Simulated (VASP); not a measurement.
Here is a VASP 6.6.1 calculation.

File INCAR:

```
PREC = Accurate ; ENCUT = 520
EDIFF = 1E-7 ; ISMEAR = -1
SIGMA = 0.6 ; LREAL = F
LASPH = T ; NELM = 60
ALGO = Normal ; ISIF = 2
LWAVE = F ; LCHARG = T
GGA = PE ; LELF = T
LVHAR = T ; NBANDS = 10
```

KPOINTS

```
Automatic mesh
0
Gamma
  9 9 9
```

Contents of POSCAR:

```
K
1.0
   -2.6417142217      2.6417142217      2.6417142217
    2.6417142217     -2.6417142217      2.6417142217
    2.6417142217      2.6417142217     -2.6417142217
K
1
Direct
    0.0000000000      0.0000000000      0.0000000000
```

Potentials or basis: VASP PAW PBE potentials, release 64 (K_sv).

Command:

```sh
$ cat potpaw_PBE.64/K_sv/POTCAR > POTCAR
$ mpirun -np 1 vasp_std > vasp.out
```

Question: Estimate the band gap on the k mesh.

Answer: Zero (an odd number of electrons rules out a gap without spin polarisation).

Question: What does it give for the pressure?

Answer: 0.3 GPa.

Caveat: so wide a smearing shifts energies and pressures.
